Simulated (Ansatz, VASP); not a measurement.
## Te2Mo: VASP beside Ansatz

```
Te Mo
1.0
     6.36325    0.00000    0.00252
     0.00000    3.46939    0.00000
    -0.07146    0.00000   36.17107
Te Mo
4 2
Direct
  0.07769 0.75000 0.44278
  0.92231 0.25000 0.55722
  0.56990 0.25000 0.45910
  0.43010 0.75000 0.54090
  0.81931 0.75000 0.50271
  0.18069 0.25000 0.49729
```

Alike in both runs: functional PBE; k mesh 6 × 10 × 1; occupations gaussian, width 0.1 eV; no spin polarisation.

Ansatz relaxed the structure, and its values are those at the end. VASP's run is a single point on that final structure, the one shown.

|  | VASP | Ansatz |
| --- | --- | --- |
| version | VASP 6.6.1 | Ansatz 0.2.0 |
| potentials or method | VASP PAW PBE potentials, release 64 (Te, Mo_sv), cutoff 520 eV | scalar-relativistic, plane waves, PAW |
| valence electrons in the cell | 52 | 92 |

```tsv
	VASP	Ansatz	Ansatz less VASP
gap on the k mesh at the Fermi level (eV)	none	none	-
rms of the force components (eV/Å)	0.004	0.003	-0.0005
```

A gap of «none» marks a metal or a gap that the smearing closes. VASP's potentials hold 52 valence electrons a cell and Ansatz's 92, so a difference there can come from the potentials and not from the codes.

Neither program's run includes spin-orbit coupling.
